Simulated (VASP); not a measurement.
# Sc3Al2 (Cmcm) in VASP: a series of runs

The runs below take Sc3Al2 through single point, relaxation of cell and atoms, with PBE.

Program: VASP 6.6.1. These are calculated values, not measurements. Logs are shortened: lines on timing, memory, paths and dates and some standing lists are left out, and cuts for length are marked.

### 1 The cell of the first run

Symmetry: Cmcm, No. 63, orthorhombic system. The conventional cell has a = 14.640 Å, b = 5.071 Å, c = 4.666 Å, α = 90.00°, β = 90.00°, γ = 90.00°. Within 3.8 Å of Sc (site symmetry m2m) lie 10 Sc at 2.88 to 2.93 Å and 2 Al at 2.93 Å. Within 3.8 Å of Sc (site symmetry m) lie 5 Al at 2.88 to 2.93 Å and 7 Sc at 2.88 to 2.93 Å. Al (site symmetry m) has 6 Sc at 2.88 to 2.93 Å and 6 Al at 2.88 to 2.93 Å within 3.8 Å.

### 2 Single point, PBE

The input, INCAR:

```
ALGO = Fast
EDIFF = 1E-6
ENCUT = 520
GGA = PE
ISIF = 2
ISMEAR = 0
LASPH = True
LCHARG = False
LREAL = False
LWAVE = False
NBANDS = 50
NELM = 60
PREC = Accurate
SIGMA = 0.1
```

The input, KPOINTS:

```
k-points
0
Gamma
  4 4 4
```

The input, POSCAR:

```
Sc3Al2
1.0
    7.3197745900     -2.5356443000      0.0000000000
    7.3197745900      2.5356443000      0.0000000000
    0.0000000000      0.0000000000      4.6659859100
Sc Al
6 4
Direct
    0.8333333300      0.1666666700      0.2500000000
    0.4333333300      0.7666666700      0.2500000000
    0.2333333300      0.5666666700      0.2500000000
    0.1666666700      0.8333333300      0.7500000000
    0.7666666700      0.4333333300      0.7500000000
    0.5666666700      0.2333333300      0.7500000000
    0.0333333300      0.3666666700      0.2500000000
    0.6333333300      0.9666666700      0.2500000000
    0.3666666700      0.0333333300      0.7500000000
    0.9666666700      0.6333333300      0.7500000000
```

Potentials or basis: VASP PAW PBE potentials, release 64 (Sc_sv, Al).

Launch:

```sh
> cat potpaw_PBE.64/Sc_sv/POTCAR potpaw_PBE.64/Al/POTCAR > POTCAR
> mpirun -np 1 vasp_std > vasp.out
```

OUTCAR:

```text
EDIFF = 1E-6
   ENCUT = 520
   GGA = PE
   ISIF = 2
   ISMEAR = 0
   LASPH = True
   LREAL = False
   NELM = 60
   PREC = Accurate

 ion  position               nearest neighbor table
   1  0.833  0.167  0.250-   6 2.88   6 2.88   5 2.88   5 2.88   4 2.88   4 2.88   8 2.93   7 2.93
                             3 2.93   3 2.93   2 2.93   2 2.93
   2  0.433  0.767  0.250-   9 2.88   9 2.88   4 2.88   4 2.88   5 2.88   5 2.88   3 2.93   8 2.93
                             7 2.93   7 2.93   1 2.93   1 2.93
   3  0.233  0.567  0.250-   4 2.88   4 2.88  10 2.88  10 2.88   6 2.88   6 2.88   2 2.93   7 2.93
                             1 2.93   1 2.93   8 2.93   8 2.93
   4  0.167  0.833  0.750-   3 2.88   3 2.88   2 2.88   2 2.88   1 2.88   1 2.88  10 2.93   9 2.93
                             6 2.93   6 2.93   5 2.93   5 2.93
   5  0.767  0.433  0.750-   7 2.88   7 2.88   1 2.88   1 2.88   2 2.88   2 2.88  10 2.93   6 2.93
                             9 2.93   9 2.93   4 2.93   4 2.93
   6  0.567  0.233  0.750-   1 2.88   1 2.88   8 2.88   8 2.88   3 2.88   3 2.88   5 2.93   9 2.93
                             4 2.93   4 2.93  10 2.93  10 2.93
   7  0.033  0.367  0.250-   5 2.88   5 2.88  10 2.88  10 2.88   9 2.88   9 2.88   1 2.93   3 2.93
                             2 2.93   2 2.93   8 2.93   8 2.93
   8  0.633  0.967  0.250-   6 2.88   9 2.88   6 2.88   9 2.88  10 2.88  10 2.88   1 2.93   2 2.93
                             3 2.93   3 2.93   7 2.93   7 2.93
   9  0.367  0.033  0.750-   2 2.88   2 2.88   8 2.88   8 2.88   7 2.88   7 2.88   4 2.93   6 2.93
                             5 2.93   5 2.93  10 2.93  10 2.93
  10  0.967  0.633  0.750-   3 2.88   7 2.88   3 2.88   7 2.88   8 2.88   8 2.88   5 2.93   4 2.93
                             6 2.93   6 2.93   9 2.93   9 2.93

  LATTYP: Found a base centered orthorhombic cell.
 ALAT       =     5.0712886000
 B/A-ratio  =     2.8867513436
 C/A-ratio  =     0.9200789539

  Lattice vectors:

 A1 = (  -7.3197745900,  -2.5356443000,   0.0000000000)
 A2 = (   7.3197745900,  -2.5356443000,   0.0000000000)
 A3 = (   0.0000000000,   0.0000000000,   4.6659859100)

Analysis of symmetry for initial positions (statically):
=====================================================================
 Subroutine PRICEL returns:
 Original cell was already a primitive cell.

 Routine SETGRP: Setting up the symmetry group for a
 base centered orthorhombic supercell.

 Subroutine GETGRP returns: Found  8 space group operations
 (whereof  4 operations were pure point group operations)
 out of a pool of  8 trial point group operations.

The static configuration has the point symmetry C_2h.
 The point group associated with its full space group is D_2h.

Analysis of symmetry for dynamics (positions and initial velocities):
=====================================================================
 Subroutine PRICEL returns:
 Original cell was already a primitive cell.

 Routine SETGRP: Setting up the symmetry group for a
 base centered orthorhombic supercell.

 Subroutine GETGRP returns: Found  8 space group operations
 (whereof  4 operations were pure point group operations)
 out of a pool of  8 trial point group operations.

The dynamic configuration has the point symmetry C_2h.
 The point group associated with its full space group is D_2h.

 Subroutine INISYM returns: Found  8 space group operations
 (whereof  4 operations are pure point group operations),
 and found     1 'primitive' translations

----------------------------------------------------------------------------------------

                                     Primitive cell

  volume of cell :     173.2046

  direct lattice vectors                    reciprocal lattice vectors
     7.319774590 -2.535644300  0.000000000     0.068308114 -0.197188541  0.000000000
     7.319774590  2.535644300  0.000000000     0.068308114  0.197188541  0.000000000
     0.000000000  0.000000000  4.665985910     0.000000000  0.000000000  0.214316978

  length of vectors
     7.746521288  7.746521288  4.665985910     0.208684736  0.208684736  0.214316978

  position of ions in fractional coordinates (direct lattice)
     0.833333330  0.166666670  0.250000000
     0.433333330  0.766666670  0.250000000
     0.233333330  0.566666670  0.250000000
     0.166666670  0.833333330  0.750000000
     0.766666670  0.433333330  0.750000000
     0.566666670  0.233333330  0.750000000
     0.033333330  0.366666670  0.250000000
     0.633333330  0.966666670  0.250000000
     0.366666670  0.033333330  0.750000000
     0.966666670  0.633333330  0.750000000

  ion indices of the primitive-cell ions
   primitive index   ion index
                 1           1
                 2           2
                 3           3
                 4           4
                 5           5
                 6           6
                 7           7
                 8           8
                 9           9
[... 79 lines left out ...]
   IVDW    =     0    specifies the selected vdW correction
   LEPSILON=     F    determine dielectric tensor
   LRPA    =     F    only Hartree local field effects (RPA)
 non-spin polarized calculation
 RMM-DIIS sequential band-by-band and
 Gauss-broadening in eV      SIGMA  =   0.10
  energy-cutoff  :      520.00
  volume of cell :      173.20
 maximum number of plane-waves:      4707
 NGX is ok and might be reduce to    60
   NGX = 29   NGY = 29   NGZ = 17

 number of electron      77.9999984 magnetization

 Free energy of the ion-electron system (eV)
  ---------------------------------------------------
  ext. energy  EPLUGINS =         0.00000000
  ---------------------------------------------------
  free energy    TOTEN  =       -51.87007625 eV

  energy without entropy =      -51.83931708  energy(sigma->0) =      -51.85469666

 E-fermi :   6.5719     XC(G=0): -10.8481

 val. band max:        6.5633123132   @ k =   0.0000   0.0000   0.2500
 cond. band min:       6.5786747965   @ k =   0.0000   0.0000   0.0000
 fundamental gap:      0.0153624833
 Fermi energy:         6.5719310908

 k-point     1 :       0.0000    0.0000    0.0000
  band No.  band energies     occupation
      1     -42.2463      2.00000
      2     -42.1696      2.00000
      3     -42.1169      2.00000
      4     -42.0801      2.00000
      5     -41.8638      2.00000
      6     -41.8118      2.00000
[... 42 lines left out ...]
     49       8.6376      0.00000
     50       8.7637      0.00000

 k-point     2 :       0.2500    0.0000    0.0000
  band No.  band energies     occupation
      1     -42.2331      2.00000
      2     -42.1690      2.00000
      3     -42.1241      2.00000
      4     -42.0807      2.00000
      5     -41.8754      2.00000
      6     -41.8066      2.00000
[... 42 lines left out ...]
     49       8.7109      0.00000
     50       8.8504      0.00000

 k-point     3 :       0.5000    0.0000    0.0000
  band No.  band energies     occupation
      1     -42.2166      2.00000
      2     -42.1684      2.00000
      3     -42.1348      2.00000
      4     -42.0813      2.00000
      5     -41.8851      2.00000
      6     -41.8031      2.00000
[... 42 lines left out ...]
     49       8.5572      0.00000
     50       8.9227      0.00000

 k-point     4 :       0.2500    0.2500    0.0000
  band No.  band energies     occupation
      1     -42.2463      2.00000
      2     -42.1697      2.00000
      3     -42.1169      2.00000
      4     -42.0801      2.00000
      5     -41.8638      2.00000
      6     -41.8118      2.00000
[... 840 lines left out ...]
 k-point    20 :      -0.2500    0.2500    0.5000
  band No.  band energies     occupation
      1     -42.1624      2.00000
      2     -42.1624      2.00000
      3     -42.1248      2.00000
      4     -42.1248      2.00000
      5     -41.8582      2.00000
      6     -41.8582      2.00000
[... 42 lines left out ...]
     49       9.0280      0.00000
     50       9.1444      0.00000

 k-point    21 :       0.5000    0.5000    0.5000
  band No.  band energies     occupation
      1     -42.1713      2.00000
      2     -42.1713      2.00000
      3     -42.1249      2.00000
      4     -42.1249      2.00000
      5     -41.8487      2.00000
      6     -41.8487      2.00000
[... 42 lines left out ...]
     49       8.4417      0.00000
     50       8.5151      0.00000

------------------------ aborting loop because EDIFF is reached ----------------------------------------

  FORCE on cell =-STRESS in cart. coord.  units (eV):
  Direction    XX          YY          ZZ          XY          YZ          ZX
  --------------------------------------------------------------------------------------
  -------------------------------------------------------------------------------------
  Total       18.7644955     20.9035258     17.3138334      0.0000000      0.0000000      0.0000000
  in kB      173.5753375    193.3617953    160.1564231      0.0000000      0.0000000      0.0000000
  external PRESSURE =     175.6978520 kB  Pullay stress =       0.0000000 kB

 VOLUME and BASIS-vectors are now :
 -----------------------------------------------------------------------------
  energy-cutoff  :      520.00
  volume of cell :      173.20
      direct lattice vectors                 reciprocal lattice vectors
     7.319774590 -2.535644300  0.000000000     0.068308114 -0.197188541  0.000000000
     7.319774590  2.535644300  0.000000000     0.068308114  0.197188541  0.000000000
     0.000000000  0.000000000  4.665985910     0.000000000  0.000000000  0.214316978

 POSITION                                       TOTAL-FORCE (eV/Angst)
 -----------------------------------------------------------------------------------
      7.31977     -1.69043      1.16650         0.000000     -0.135038      0.000000
      8.78373      0.84521      1.16650         0.915259      0.402327      0.000000
      5.85582      0.84521      1.16650        -0.915259      0.402327     -0.000000
      7.31977      1.69043      3.49949         0.000000      0.135038     -0.000000
      8.78373     -0.84521      3.49949         0.915259     -0.402327     -0.000000
      5.85582     -0.84521      3.49949        -0.915259     -0.402327     -0.000000
      2.92791      0.84521      1.16650         0.291484     -0.209982     -0.000000
     11.71164      0.84521      1.16650        -0.291484     -0.209982     -0.000000
      2.92791     -0.84521      3.49949         0.291484      0.209982      0.000000
     11.71164     -0.84521      3.49949        -0.291484      0.209982      0.000000
 -----------------------------------------------------------------------------------
    total drift:                               -0.000000      0.000000     -0.000000

  FREE ENERGIE OF THE ION-ELECTRON SYSTEM (eV)
  ---------------------------------------------------
  free  energy   TOTEN  =       -51.8700762474 eV

  energy  without entropy=      -51.8393170782  energy(sigma->0) =      -51.85469666
```

Run time: 3.3 min. Hardware: 1 thread of Intel Xeon 6975P-C (Granite Rapids), shared host; peak memory 0.39 GiB.

What came out:

```
Free energy            : -51.8701 eV
Pressure               : 17.6 GPa
Largest force          : 1.000 eV/Å
Band gap on the k mesh : zero (bands 39 and 40 overlap by 0.50 eV)
```

Forces in eV/Å, atoms in the order of the input:
```
Sc   0.000 -0.135  0.000
Sc   0.915  0.402  0.000
Sc  -0.915  0.402  0.000
Sc   0.000  0.135  0.000
Sc   0.915 -0.402  0.000
Sc  -0.915 -0.402  0.000
Al   0.291 -0.210  0.000
Al  -0.291 -0.210  0.000
Al   0.291  0.210  0.000
Al  -0.291  0.210  0.000
```

Stress tensor (GPa, compression positive):
```
17.36  0.00  0.00
 0.00 19.34  0.00
 0.00  0.00 16.02
```

Caveat: the cell stands under pressure.

### 3 Single point, PBE

This run uses another cell than the first one, of 21.01 Å³/atom.

The input, INCAR:

```
SYSTEM = Sc3Al2
PREC = Accurate
ENCUT = 520
EDIFF = 1E-6
ISMEAR = 0
SIGMA = 0.1
LREAL = .False.
LASPH = .True.
NELM = 80
ALGO = Fast
ISIF = 2
LWAVE = .False.
LCHARG = .False.
GGA = PE
NBANDS = 50
```

The input, KPOINTS:

```
Automatic mesh
0
Gamma
  4 4 4
  0 0 0
```

The input, POSCAR:

```
Sc3Al2
1.0
    7.7745571029     -2.7454762090      0.0000000000
    7.7745571029      2.7454762090      0.0000000000
    0.0000000000      0.0000000000      4.9224213688
Sc Al
6 4
Direct
    0.8210641556      0.1789358444      0.2500000000
    0.4246615042      0.7880878179      0.2500000000
    0.2119121821      0.5753384958      0.2500000000
    0.1789358444      0.8210641556      0.7500000000
    0.7880878179      0.4246615042      0.7500000000
    0.5753384958      0.2119121821      0.7500000000
    0.0326635615      0.3680176505      0.2500000000
    0.6319823495      0.9673364385      0.2500000000
    0.3680176505      0.0326635615      0.7500000000
    0.9673364385      0.6319823495      0.7500000000
```

Potentials or basis: VASP PAW PBE potentials, release 64 (Sc_sv, Al).

Launch:

```sh
> cat potpaw_PBE.64/Sc_sv/POTCAR potpaw_PBE.64/Al/POTCAR > POTCAR
> mpirun -np 1 vasp_std > vasp.out
```

Run time: 5.1 min. Hardware: 1 thread of Intel Xeon 6975P-C (Granite Rapids), shared host; peak memory 0.49 GiB.

The run converged. Its results:

| Item | Value |
| --- | --- |
| Free energy | -53.8843 eV |
| Pressure | 0.1 GPa |
| Largest force | 0.017 eV/Å |
| Band gap on the k mesh | zero (bands 39 and 40 overlap by 0.40 eV) |

Forces in eV/Å, atoms in the order of the input:
```
Sc   0.000  0.002  0.000
Sc   0.016  0.006  0.000
Sc  -0.016  0.006  0.000
Sc   0.000 -0.002  0.000
Sc   0.016 -0.006  0.000
Sc  -0.016 -0.006  0.000
Al   0.013  0.007  0.000
Al  -0.013  0.007  0.000
Al   0.013 -0.007  0.000
Al  -0.013 -0.007  0.000
```

Stress tensor (GPa, compression positive):
```
0.11 0.00 0.00
0.00 0.26 0.00
0.00 0.00 0.00
```

Levels at points of the mesh, in eV from the Fermi level:
| k point | band 35 | band 36 | band 37 | band 38 | band 39 | band 40 | band 41 | band 42 | band 43 | band 44 |
| --- | --- | --- | --- | --- | --- | --- | --- | --- | --- | --- |
| (0.00, 0.00, 0.00) | -0.65 | -0.54 | -0.43 | -0.24 | -0.05 | 0.21 | 0.29 | 0.62 | 0.73 | 1.03 |
| (0.50, 0.00, 0.00) | -1.02 | -0.73 | -0.46 | -0.46 | -0.08 | 0.00 | 0.16 | 0.22 | 0.75 | 1.04 |
| (0.50, 0.50, 0.00) | -0.79 | -0.65 | -0.50 | -0.41 | -0.12 | 0.14 | 0.55 | 0.64 | 0.66 | 0.86 |
| (0.00, 0.00, 0.50) | -1.35 | -1.35 | -0.13 | -0.13 | 0.25 | 0.25 | 0.46 | 0.46 | 0.72 | 0.72 |
| (0.50, 0.00, 0.50) | -0.52 | -0.52 | -0.36 | -0.36 | 0.27 | 0.27 | 0.60 | 0.60 | 0.90 | 0.90 |
| (0.50, 0.50, 0.50) | -0.57 | -0.57 | -0.19 | -0.19 | -0.11 | -0.11 | 0.08 | 0.08 | 0.49 | 0.49 |

### 4 Relaxation of cell and atoms, PBE

The input, INCAR:

```
ALGO = Fast ; EDIFF = 1E-7
EDIFFG = -0.04 ; ENCUT = 600
GGA = PE ; IBRION = 2
ISIF = 3 ; ISMEAR = 0
LASPH = T ; LCHARG = F
LREAL = F ; LWAVE = F
NELM = 80 ; NSW = 90
PREC = Accurate ; SIGMA = 0.1
```

The input, KPOINTS:

```
k-points
0
Gamma
  4 4 4
```

The input, POSCAR:

```
Sc3Al2
1.0
    7.3197745900     -2.5356443000      0.0000000000
    7.3197745900      2.5356443000      0.0000000000
    0.0000000000      0.0000000000      4.6659859100
Sc Al
6 4
Direct
    0.8333333300      0.1666666700      0.2500000000
    0.4333333300      0.7666666700      0.2500000000
    0.2333333300      0.5666666700      0.2500000000
    0.1666666700      0.8333333300      0.7500000000
    0.7666666700      0.4333333300      0.7500000000
    0.5666666700      0.2333333300      0.7500000000
    0.0333333300      0.3666666700      0.2500000000
    0.6333333300      0.9666666700      0.2500000000
    0.3666666700      0.0333333300      0.7500000000
    0.9666666700      0.6333333300      0.7500000000
```

Launch:

```sh
> cat potpaw_PBE.64/Sc_sv/POTCAR potpaw_PBE.64/Al/POTCAR > POTCAR
> mpirun -np 1 vasp_std > vasp.out
```

Wall time 44 min (1 thread of Intel Xeon 6975P-C (Granite Rapids), shared host); peak memory 0.53 GiB.

The run converged. Its results:

- Free energy: -53.8774 eV
- Relaxed volume: 21.09 Å³/atom
- Relaxed cell: a = 8.245 Å, b = 8.245 Å, c = 4.926 Å, α = 90.00°, β = 90.00°, γ = 39.02°
- Space group after relaxing (to 0.1 Å): Cmcm (No. 63)
- Energy gained by relaxing: 200.5 meV/atom
- Ionic steps: 10
- Pressure after relaxing: -0.1 GPa
- Largest force after relaxing: 0.031 eV/Å
- Band gap on the k mesh: zero (bands 39 and 40 overlap by 0.40 eV)

Forces on the atoms (eV/Å):
```
Sc   0.000  0.001  0.000
Sc  -0.018  0.023  0.000
Sc   0.018  0.023  0.000
Sc   0.000 -0.001  0.000
Sc  -0.018 -0.023  0.000
Sc   0.018 -0.023  0.000
Al   0.018  0.025  0.000
Al  -0.018  0.025  0.000
Al   0.018 -0.025  0.000
Al  -0.018 -0.025  0.000
```

Stress tensor (GPa, compression positive):
```
-0.10  0.00  0.00
 0.00 -0.03  0.00
 0.00  0.00 -0.15
```

Step by step:
```tsv
step	energy change (eV)	largest force (eV/Å)	pressure (GPa)	volume (Å³)
1	0.0000	0.9996	17.61	173.20
2	-1.7065	0.3760	-3.94	225.43
3	-1.8834	0.4920	-0.23	210.87
4	-1.8832	0.4845	-0.47	211.67
5	-1.9423	0.3389	-0.34	211.34
6	-1.9810	0.1373	-0.02	210.73
7	-1.9972	0.1064	0.01	210.52
8	-2.0003	0.0855	0.05	210.37
9	-2.0034	0.0449	-0.02	210.60
10	-2.0046	0.0312	-0.09	210.86
```

Final structure:
```
Sc Al
1.0
     7.77168   -2.75398    0.00000
     7.77168    2.75398    0.00000
     0.00000    0.00000    4.92594
Sc Al
6 4
Direct
  0.82146 0.17854 0.25000
  0.42658 0.78702 0.25000
  0.21298 0.57342 0.25000
  0.17854 0.82146 0.75000
  0.78702 0.42658 0.75000
  0.57342 0.21298 0.75000
  0.03417 0.36566 0.25000
  0.63434 0.96583 0.25000
  0.36566 0.03417 0.75000
  0.96583 0.63434 0.75000
```

Levels at points of the mesh, in eV from the Fermi level:
```
           k point  band 36  band 37  band 38  band 39  band 40  band 41  band 42  band 43
(0.00, 0.00, 0.00)    -0.52    -0.45    -0.23    -0.04     0.20     0.28     0.63     0.72
(0.50, 0.00, 0.00)    -0.72    -0.46    -0.45    -0.10     0.01     0.17     0.23     0.76
(0.50, 0.50, 0.00)    -0.67    -0.49    -0.42    -0.12     0.14     0.58     0.64     0.67
(0.00, 0.00, 0.50)    -1.34    -0.11    -0.11     0.25     0.25     0.46     0.46     0.71
(0.50, 0.00, 0.50)    -0.52    -0.34    -0.34     0.27     0.27     0.59     0.59     0.88
(0.50, 0.50, 0.50)    -0.55    -0.18    -0.18    -0.12    -0.12     0.08     0.08     0.49
```

Caveat: the volume moved by over 15 % at a fixed basis, so the end points are rough.

### 5 The runs side by side

```tsv
task	cell	cutoff (eV)	gap on the mesh (eV)	pressure (GPa)	largest force (eV/Å)
single point	a = 7.747, b = 7.747, c = 4.666 Å, angles 90.0, 90.0, 38.2°, 10 atoms, atomic positions A	520	none	17.6	1.00
single point	a = 8.245, b = 8.245, c = 4.922 Å, angles 90.0, 90.0, 38.9°, 10 atoms, atomic positions B	520	none	0.1	0.02
relaxation of cell and atoms	relaxed from a = 7.747, b = 7.747, c = 4.666 Å, angles 90.0, 90.0, 38.2°, 10 atoms, atomic positions A	600	none	-0.1	0.03
```

Alike in all rows: level PBE; potentials or basis VASP PAW PBE potentials, release 64 (Sc_sv, Al); no spin polarisation; k mesh 4 × 4 × 4; smearing gaussian 0.1 eV.

Caveats: the cell stands under pressure (at least some runs); the volume moved by over 15 % at a fixed basis, so the end points are rough (at least some runs).

Absolute energies hang on the potentials; compare differences alone.
